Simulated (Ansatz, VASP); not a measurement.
## Two plane-wave programs on Os

```
CELL_PARAMETERS angstrom
2.73938 0.00000 0.00000
-1.36969 2.37237 0.00000
0.00000 0.00000 4.31382
ATOMIC_POSITIONS crystal
Os 0.33333 0.66667 0.25000
Os 0.66667 0.33333 0.75000
```

Alike in both runs: task single point; functional r2SCAN; k mesh 8 × 8 × 5; occupations fermi-dirac, width 0.1 eV; no spin polarisation.

|  | VASP | Ansatz |
| --- | --- | --- |
| version | VASP 6.6.1 | Ansatz 0.2.0 |
| potentials or method | VASP PAW PBE potentials, release 64 (Os_sv_GW), cutoff 620 eV | plane waves (500 eV) with PAW, scalar-relativistic |
| valence electrons in the cell | 32 | 32 |

Ansatz gave:

| Item | Value |
| --- | --- |
| pressure (GPa) | -0.5 |
| traceless stress, the component that is largest in VASP (GPa) | 1.22 |

**Question.** Which values does VASP return?

**Answer.** Pressure (GPa): -1.3; traceless stress, the component that is largest in VASP (GPa): 1.24.

VASP's potentials were made for PBE, not for r2SCAN.

Spin-orbit coupling is off throughout.
